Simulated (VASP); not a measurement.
Here is a VASP 6.6.1 calculation.

The input INCAR:

```
ALGO     = Normal         # electronic algorithm
EDIFF    = 1E-6           # SCF threshold, eV
EDIFFG   = -0.01          # ionic threshold
ENCUT    = 600            # plane-wave cutoff, eV
GGA      = PE             # functional
IBRION   = 2              # ionic algorithm
ISIF     = 3              # what is computed and relaxed
ISMEAR   = 0              # smearing method
LASPH    = T              # aspherical terms in the spheres
LCHARG   = F              # write CHGCAR
LREAL    = F              # projectors in reciprocal space
LWAVE    = F              # write WAVECAR
NELM     = 100            # most SCF steps
NSW      = 80             # ionic steps
PREC     = Accurate       # precision mode
SIGMA    = 0.02           # smearing width, eV
```

File KPOINTS:

```
k-points
0
Gamma
  12 12 6
```

File POSCAR:

```
ZnO
1.0
    3.2805299151      0.0000000000      0.0000000000
   -1.6402649576      2.8410222443      0.0000000000
    0.0000000000      0.0000000000      5.2881641801
Zn O
2 2
Direct
    0.0000000000      0.0000000000     -0.0021315823
    0.3333333333      0.6666666667      0.4978684177
    0.0000000000      0.0000000000      0.3771320823
    0.3333333333      0.6666666667      0.8771320823
```

Potentials or basis: VASP PAW PBE potentials, release 64 (Zn, O).

Run with:

```console
$ cat potpaw_PBE.64/Zn/POTCAR potpaw_PBE.64/O/POTCAR > POTCAR
$ mpirun -np 1 vasp_std > vasp.out
```

(1) Predict the space group after relaxing (to 0.1 Å).

(2) Predict the relaxed volume.

(3) Predict the band gap on the k mesh.

(4) What does it give for the relaxed cell?

## Answers

(1) P6_3mc (No. 186).

(2) 12.39 Å³/atom.

(3) 0.72 eV.

(4) a = 3.286 Å, b = 3.286 Å, c = 5.300 Å, α = 90.00°, β = 90.00°, γ = 120.00°.
